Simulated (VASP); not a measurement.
# Fe (P6_3/mmc) in VASP: notebook

Fe is run at these levels: LDA; tasks: single point.

Everything below comes from runs of VASP 6.6.1. Logs are shortened: lines on timing, memory, paths and dates and some standing lists are left out, and cuts for length are marked.

## (1) The cell of the first run

It takes space group P6_3/mmc (No. 194, hexagonal). The conventional cell has a = 2.396 Å, b = 2.396 Å, c = 7.713 Å, α = 90.00°, β = 90.00°, γ = 120.00°. Within 3.1 Å of Fe (site symmetry -3m) lie 12 Fe at 2.37 to 2.40 Å. Fe (site symmetry -6m2) has 12 Fe at 2.37 to 2.40 Å within 3.1 Å.

This isn't the form of Fe at room conditions, which is bcc.

## (2) Single point, LDA, collinear spin, antiferromagnetic start

Input file INCAR:

```
SYSTEM = Fe
ALGO = Normal ; EDIFF = 1E-6
ENCUT = 520 ; GGA = CA
ISIF = 2 ; ISMEAR = -1
ISPIN = 2 ; LASPH = .True.
LCHARG = .False. ; LMAXMIX = 4
LORBIT = 11 ; LREAL = .False.
LWAVE = .False. ; MAGMOM = 2.5 2.5 -2.5 -2.5
NBANDS = 28 ; NELM = 150
PREC = Accurate ; SIGMA = 0.05
```

Input file KPOINTS:

```
k-points
0
Gamma
  14 14 4
  0 0 0
```

Input file POSCAR:

```
Fe
1.0
    2.3960259839      0.0000000000      0.0000000000
   -1.1980129919      2.0750193701      0.0000000000
    0.0000000000      0.0000000000      7.7132541481
Fe
4
Direct
    0.0000000000      1.0000000000      0.0000000000
    0.0000000000      1.0000000000      0.5000000000
    0.3333333333      0.6666666667      0.2500000000
    0.6666666667      0.3333333333      0.7500000000
```

Potentials or basis: VASP PAW LDA potentials, release 64 (Fe).

The run is started by

```bash
$ cat potpaw_LDA.64/Fe/POTCAR > POTCAR
$ mpirun -np 1 vasp_std > vasp.out
```

OUTCAR:

```text
SYSTEM = Fe
   EDIFF = 1E-6
   ENCUT = 520
   GGA = CA
   ISIF = 2
   ISMEAR = -1
   ISPIN = 2
   LASPH = .True.
   LORBIT = 11
   LREAL = .False.
   NELM = 150
   PREC = Accurate

 ion  position               nearest neighbor table
   1  0.000  0.000  0.000-   3 2.37   4 2.37   3 2.37   4 2.37   4 2.37   3 2.37
   2  0.000  0.000  0.500-   3 2.37   4 2.37   3 2.37   4 2.37   4 2.37   3 2.37
   3  0.333  0.667  0.250-   1 2.37   2 2.37   1 2.37   2 2.37   1 2.37   2 2.37
   4  0.667  0.333  0.750-   1 2.37   2 2.37   1 2.37   2 2.37   1 2.37   2 2.37

  LATTYP: Found a hexagonal cell.
 ALAT       =     2.3960259839
 C/A-ratio  =     3.2191863527

  Lattice vectors:

 A1 = (   2.3960259839,   0.0000000000,   0.0000000000)
 A2 = (  -1.1980129919,   2.0750193701,   0.0000000000)
 A3 = (   0.0000000000,   0.0000000000,   7.7132541481)

Analysis of symmetry for initial positions (statically):
=====================================================================
 Subroutine PRICEL returns:
 Original cell was already a primitive cell.

 Routine SETGRP: Setting up the symmetry group for a
 hexagonal supercell.

 Subroutine GETGRP returns: Found 24 space group operations
 (whereof 12 operations were pure point group operations)
 out of a pool of 24 trial point group operations.

The static configuration has the point symmetry D_3d.
 The point group associated with its full space group is D_6h.

Analysis of symmetry for dynamics (positions and initial velocities):
=====================================================================
 Subroutine PRICEL returns:
 Original cell was already a primitive cell.

 Routine SETGRP: Setting up the symmetry group for a
 hexagonal supercell.

 Subroutine GETGRP returns: Found 24 space group operations
 (whereof 12 operations were pure point group operations)
 out of a pool of 24 trial point group operations.

The dynamic configuration has the point symmetry D_3d.
 The point group associated with its full space group is D_6h.

Analysis of structural, dynamic, and magnetic symmetry:
=====================================================================
 Subroutine PRICEL returns:
 Original cell was already a primitive cell.

 Routine SETGRP: Setting up the symmetry group for a
 hexagonal supercell.

 Subroutine GETGRP returns: Found 24 space group operations
 (whereof 12 operations were pure point group operations)
 out of a pool of 24 trial point group operations.

[... 130 lines left out ...]
   GGA     = CA    functional components
   LHFCALC =     F    Hartree Fock is set to
   AEXX    =    0.0000 exact exchange contribution
   IVDW    =     0    specifies the selected vdW correction
   LEPSILON=     F    determine dielectric tensor
   LRPA    =     F    only Hartree local field effects (RPA)
 spin polarized calculation
  energy-cutoff  :      520.00
  volume of cell :       38.35
 maximum number of plane-waves:      1067
 NGX is ok and might be reduce to    18
   NGX =  9   NGY =  9   NGZ = 29

 number of electron      31.9999984 magnetization       0.0073679

 number of electron      31.9999984 magnetization      -0.0007010

 Free energy of the ion-electron system (eV)
  ---------------------------------------------------
  ext. energy  EPLUGINS =         0.00000000
  ---------------------------------------------------
  free energy    TOTEN  =       -37.42207477 eV

  energy without entropy =      -37.36521313  energy(sigma->0) =      -37.39364395

 E-fermi :   7.4601     XC(G=0): -14.4310

 val. band max:        7.4579913650   @ k =   0.0714  -0.0000   0.2500
 cond. band min:       7.4622242881   @ k =   0.5000  -0.0000   0.2500
 fundamental gap:      0.0042329230
 Fermi energy:         7.4600856471

 spin component 1

 k-point     1 :       0.0000    0.0000    0.0000
  band No.  band energies     occupation
      1      -1.7272      1.00000
      2       0.7338      1.00000
      3       0.7408      1.00000
      4       2.1856      1.00000
      5       5.1458      1.00000
      6       5.1478      1.00000
[... 733 lines left out ...]
     27      17.8089      0.00000
     28      18.8521      0.00000

 [... further k-points ...]

 spin component 2

 k-point     1 :       0.0000    0.0000    0.0000
  band No.  band energies     occupation
      1      -1.7272      1.00000
      2       0.7337      1.00000
      3       0.7407      1.00000
      4       2.1855      1.00000
      5       5.1456      1.00000
      6       5.1477      1.00000
[... 733 lines left out ...]
     27      17.8088      0.00000
     28      18.8520      0.00000

 [... further k-points ...]

------------------------ aborting loop because EDIFF is reached ----------------------------------------

  FORCE on cell =-STRESS in cart. coord.  units (eV):
  Direction    XX          YY          ZZ          XY          YZ          ZX
  --------------------------------------------------------------------------------------
  -------------------------------------------------------------------------------------
  Total       -0.0579665     -0.0579665     -0.0784166     -0.0000000      0.0000000      0.0000000
  in kB       -2.4217911     -2.4217911     -3.2761758     -0.0000000      0.0000000      0.0000000
  external PRESSURE =      -2.7065860 kB  Pullay stress =       0.0000000 kB

 VOLUME and BASIS-vectors are now :
 -----------------------------------------------------------------------------
  energy-cutoff  :      520.00
  volume of cell :       38.35
      direct lattice vectors                 reciprocal lattice vectors
     2.396025984  0.000000000  0.000000000     0.417357744  0.240961606  0.000000000
    -1.198012992  2.075019370  0.000000000     0.000000000  0.481923212  0.000000000
     0.000000000  0.000000000  7.713254148     0.000000000  0.000000000  0.129646966

 POSITION                                       TOTAL-FORCE (eV/Angst)
 -----------------------------------------------------------------------------------
      0.00000      0.00000      0.00000         0.000000     -0.000000      0.000000
      0.00000      0.00000      3.85663         0.000000     -0.000000      0.000000
     -0.00000      1.38335      1.92831         0.000000     -0.000000     -0.000000
      1.19801      0.69167      5.78494        -0.000000      0.000000      0.000000
 -----------------------------------------------------------------------------------
    total drift:                                0.000000     -0.000000      0.000000

  FREE ENERGIE OF THE ION-ELECTRON SYSTEM (eV)
  ---------------------------------------------------
  free  energy   TOTEN  =       -37.4220747693 eV

  energy  without entropy=      -37.3652131347  energy(sigma->0) =      -37.39364395

 total charge

# of ion       s       p       d       tot
------------------------------------------
    1        0.570   0.693   6.416   7.680
    2        0.570   0.693   6.416   7.680
    3        0.569   0.695   6.417   7.681
    4        0.569   0.695   6.417   7.681
--------------------------------------------------
tot          2.279   2.776  25.667  30.722

 magnetization (x)

# of ion       s       p       d       tot
------------------------------------------
    1       -0.000  -0.000  -0.000  -0.000
    2       -0.000  -0.000  -0.000  -0.000
    3       -0.000   0.000  -0.000  -0.000
    4       -0.000   0.000  -0.000  -0.000
--------------------------------------------------
tot         -0.000  -0.000  -0.000  -0.001
```

stdout:

```text
POSCAR found type information on POSCAR Fe
 POSCAR found :  1 types and       4 ions
 scaLAPACK will be used
 LDA part: xc-table for (Slater(with rela. corr.)+CA(PZ))
 , standard interpolation
 POSCAR, INCAR and KPOINTS ok, starting setup
 FFT: planning ... GRIDC
 FFT: planning ... GRID_SOFT
 FFT: planning ... GRID
 WAVECAR not read
 entering main loop
```

Run time: 5.9 min. Hardware: 1 thread of Intel Xeon 8259CL, shared host; peak memory 0.22 GiB.

What came out:

```
Free energy                                           : -37.4221 eV
Pressure                                              : -0.3 GPa
Band gap on the k mesh                                : zero (filled and empty bands overlap)
Net moment                                            : 0.00 μB per cell
Valence electrons inside the program's atomic spheres : Fe 7.68
```

Levels at points of the mesh, in eV from the Fermi level:
Spin up:
| k point | band 12 | band 13 | band 14 | band 15 | band 16 | band 17 | band 18 | band 19 | band 20 | band 21 |
| --- | --- | --- | --- | --- | --- | --- | --- | --- | --- | --- |
| (0.00, 0.00, 0.00) | -1.53 | -1.53 | -1.45 | -1.45 | -0.50 | -0.50 | -0.01 | -0.01 | 0.39 | 0.39 |
| (0.50, 0.00, 0.00) | -0.64 | -0.60 | 0.98 | 1.02 | 1.03 | 1.11 | 1.12 | 1.24 | 1.28 | 1.31 |
| (0.00, 0.00, 0.50) | -1.66 | -1.66 | -1.66 | -1.20 | -1.20 | -0.23 | -0.23 | -0.23 | -0.23 | 0.73 |
| (0.50, 0.00, 0.50) | -1.05 | -0.41 | -0.41 | 0.58 | 0.58 | 1.05 | 1.05 | 1.23 | 1.23 | 2.79 |
Spin down:
```csv
k point,band 14,band 15,band 16,band 17,band 18,band 19
"(0.00, 0.00, 0.00)",-1.45,-1.45,-0.50,-0.50,-0.01,-0.01
"(0.50, 0.00, 0.00)",0.98,1.02,1.03,1.11,1.12,1.24
"(0.00, 0.00, 0.50)",-1.67,-1.20,-1.20,-0.23,-0.23,-0.23
"(0.50, 0.00, 0.50)",-0.41,0.58,0.58,1.05,1.05,1.23
```

Caveat: the moments typed at the start vanished in this run.

## (3) Single point, LDA, collinear spin, antiferromagnetic start (8.44 Å³/atom)

This run uses another cell than the first one, of 8.44 Å³/atom.

Input file INCAR:

```
SYSTEM = Fe
ALGO     = Normal         ! electronic algorithm
EDIFF    = 1E-6           ! SCF threshold, eV
ENCUT    = 520            ! plane-wave cutoff, eV
GGA      = CA             ! functional
ISIF     = 2              ! what is computed and relaxed
ISMEAR   = -1             ! smearing method
ISPIN    = 2              ! spin polarisation
LASPH    = .TRUE.         ! aspherical terms in the spheres
LCHARG   = .FALSE.        ! write CHGCAR
LMAXMIX  = 4              ! l up to which the mixer works
LORBIT   = 11             ! projections on sites
LREAL    = .FALSE.        ! projectors in reciprocal space
LWAVE    = .FALSE.        ! write WAVECAR
MAGMOM   = 2.5 2.5 -2.5 -2.5 ! initial moments
NBANDS   = 28             ! bands
NELM     = 150            ! most SCF steps
PREC     = Accurate       ! precision mode
SIGMA    = 0.05           ! smearing width, eV
```

Input file KPOINTS:

```
k-points
0
G
  17 17 5
  0 0 0
```

Input file POSCAR:

```
Fe
1.0
    2.2960732954      0.0000000000      0.0000000000
   -1.1480366477      1.9884578028      0.0000000000
    0.0000000000      0.0000000000      7.3914878176
Fe
4
Direct
    0.0000000000      1.0000000000      0.0000000000
    0.0000000000      1.0000000000      0.5000000000
    0.3333333333      0.6666666667      0.2500000000
    0.6666666667      0.3333333333      0.7500000000
```

Potentials or basis: VASP PAW LDA potentials, release 64 (Fe).

The run is started by

```bash
$ cat potpaw_LDA.64/Fe/POTCAR > POTCAR
$ mpirun -np 1 vasp_std > vasp.out
```

OUTCAR:

```text
SYSTEM = Fe
   EDIFF = 1E-6
   ENCUT = 520
   GGA = CA
   ISIF = 2
   ISMEAR = -1
   ISPIN = 2
   LASPH = .TRUE.
   LORBIT = 11
   LREAL = .FALSE.
   NELM = 150
   PREC = Accurate

 ion  position               nearest neighbor table
   1  0.000  0.000  0.000-   3 2.27   4 2.27   4 2.27   3 2.27   4 2.27   3 2.27
   2  0.000  0.000  0.500-   3 2.27   4 2.27   4 2.27   3 2.27   4 2.27   3 2.27
   3  0.333  0.667  0.250-   1 2.27   2 2.27   1 2.27   2 2.27   1 2.27   2 2.27
   4  0.667  0.333  0.750-   1 2.27   2 2.27   1 2.27   2 2.27   1 2.27   2 2.27

  LATTYP: Found a hexagonal cell.
 ALAT       =     2.2960732954
 C/A-ratio  =     3.2191863528

[... 1721 lines left out ...]
     2.296073295  0.000000000  0.000000000     0.435526166  0.251451149  0.000000000
    -1.148036648  1.988457803  0.000000000     0.000000000  0.502902299  0.000000000
     0.000000000  0.000000000  7.391487818     0.000000000  0.000000000  0.135290759

 POSITION                                       TOTAL-FORCE (eV/Angst)
 -----------------------------------------------------------------------------------
      0.00000      0.00000      0.00000         0.000000      0.000000      0.000000
      0.00000      0.00000      3.69574         0.000000      0.000000      0.000000
     -0.00000      1.32564      1.84787         0.000000     -0.000000     -0.000000
      1.14804      0.66282      5.54362        -0.000000      0.000000     -0.000000
 -----------------------------------------------------------------------------------
    total drift:                                0.000000     -0.000000      0.000000

  FREE ENERGIE OF THE ION-ELECTRON SYSTEM (eV)
  ---------------------------------------------------
  free  energy   TOTEN  =       -36.6777639850 eV

  energy  without entropy=      -36.6291383196  energy(sigma->0) =      -36.65345115

 total charge

# of ion       s       p       d       tot
------------------------------------------
    1        0.645   0.846   6.593   8.084
    2        0.645   0.846   6.593   8.084
    3        0.644   0.846   6.595   8.086
    4        0.644   0.846   6.595   8.086
--------------------------------------------------
tot          2.577   3.385  26.376  32.338

 magnetization (x)

# of ion       s       p       d       tot
------------------------------------------
    1        0.000   0.000   0.000   0.000
    2        0.000   0.000   0.000   0.000
    3        0.000  -0.000  -0.000  -0.000
    4        0.000  -0.000  -0.000  -0.000
--------------------------------------------------
tot          0.000   0.000  -0.000  -0.000
```

Wall time 6.3 min (1 thread of Intel Xeon 8259CL, shared host); peak memory 0.24 GiB.

What came out:

```
Free energy            : -36.6778 eV
Pressure               : 58.8 GPa
Band gap on the k mesh : zero (filled and empty bands overlap)
Net moment             : 0.00 μB per cell
```

Stress tensor (GPa, compression positive):
```
58.59  0.00  0.00
 0.00 58.59  0.00
 0.00  0.00 59.13
```

Levels at points of the mesh, in eV from the Fermi level:
Spin up:
```csv
k point,band 13,band 14,band 15,band 16,band 17,band 18,band 19,band 20
"(0.00, 0.00, 0.00)",-1.86,-1.75,-1.75,-0.61,-0.61,-0.02,-0.02,0.48
```
Spin down:
```
           k point  band 12  band 13  band 14  band 15  band 16  band 17  band 18  band 19  band 20  band 21
(0.00, 0.00, 0.00)    -1.86    -1.86    -1.75    -1.75    -0.61    -0.61    -0.02    -0.02     0.48     0.48
```

Caveat: the cell stands under pressure; the moments typed at the start vanished in this run.

(Continued in part 2 of 3.)
